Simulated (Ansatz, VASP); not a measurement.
## Two plane-wave programs on Y

Contents of INCAR:

```
SYSTEM = Y
ALGO = Normal
EDIFF = 1E-8
ENCUT = 520
GGA = PE
ISIF = 2
ISMEAR = -1
LASPH = .TRUE.
LCHARG = .FALSE.
LEFG = .TRUE.
LREAL = .FALSE.
LWAVE = .FALSE.
NBANDS = 12
NELM = 80
PREC = Accurate
SIGMA = 0.08
```

File KPOINTS:

```
k-points
0
G
  11 11 11
  0 0 0
```

POSCAR

```
Y
1.0
    3.2657968366      0.0000000000      0.0000000000
    0.0000000000      3.2657968366      0.0000000000
    0.0000000000      0.0000000000      3.2657968366
Y
1
Direct
    0.0000000000      0.0000000000      0.0000000000
```

Input for Ansatz:

```yaml
crystal:
  lattice:
    - [3.2657968366, 0.0, 0.0]
    - [0.0, 3.2657968366, 0.0]
    - [0.0, 0.0, 3.2657968366]
  atoms:
    - { symbol: "Y", position: [0.0, 0.0, 0.0] }
kpoints:
  mp_grid: { grid: [11, 11, 11] }
  band_path:
    path:
      - [0.0, 0.0, 0.0]
      - [0.0, 0.5, 0.0]
      - [0.5, 0.5, 0.0]
      - [0.0, 0.0, 0.0]
      - [0.5, 0.5, 0.5]
      - [0.0, 0.5, 0.0]
      - [0.5, 0.5, 0.5]
      - [0.5, 0.5, 0.0]
    npoints: 14
scf:
  occupations: { method: fermi_dirac, width: 0.08 }
hamiltonian:
  xc: pbe
  pseudopotentials: { kind: paw }
output:
  forces: true
  stress: true
  eigenvalues: true
  efg: { contact_densities: true }
  populations: true
  bader: true
  dos: { projected: true, de: 0.2, e_range: [-14, 8] }
  write_density: true
  write_potential: true
  elf: true
  volumetric_format: npy
```

Alike in both runs: task electric field gradients; functional PBE; k mesh 11 × 11 × 11; occupations fermi-dirac, width 0.08 eV; no spin polarisation.

|  | VASP | Ansatz |
| --- | --- | --- |
| version | VASP 6.6.1 | Ansatz 0.2.0 |
| potentials or method | VASP PAW PBE potentials, release 64 (Y_sv) | PAW with Ansatz's default frozen-core files, scalar-relativistic |
| plane-wave cutoff (eV) | 520 | 420 |
| valence electrons in the cell | 11 | 11 |

|  | VASP | Ansatz | Ansatz less VASP |
| --- | --- | --- | --- |
| pressure (GPa) | 0.0 | 0.0 | +0.04 |

With one functional, cell and mesh, what is left measures potentials, basis and numerics.
